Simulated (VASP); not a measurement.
The system is KI.

```xyz
2
Lattice="0.0000 3.5793 3.5793 3.5793 0.0000 3.5793 3.5793 3.5793 0.0000" Properties=species:S:1:pos:R:3 pbc="T T T"
I     3.5793    3.5793    3.5793
K     0.0000    0.0000    0.0000
```

This cell differs from its parent crystal: volume scaled by 1.04.

Base run:

- Program: VASP 6.6.1
- Functional: PBE
- Potentials or basis: VASP PAW PBE potentials, release 64 (I, K_sv)
- Cutoff: 520 eV
- k mesh: 7 × 7 × 7
- Occupations: fermi-dirac, width 0.05 eV
- Spin: no spin polarisation

Its results: band gap on the k mesh 3.87 eV, direct; pressure 0.1 GPa.

Problem. The run is repeated on the same cell with these changes: functional from PBE to r2SCAN. What comes out?

Solution. Band gap on the k mesh 4.51 eV, direct; pressure -0.3 GPa.

r2SCAN gives the wider gap, since meta-GGAs in the generalised Kohn-Sham scheme recover part of the derivative discontinuity.

Caveats: spin-orbit coupling is left out, which moves the levels of the heavy elements; the PAW data sets were made with another functional, which shifts forces and pressure a little (some runs).

A k mesh can miss the band edges.
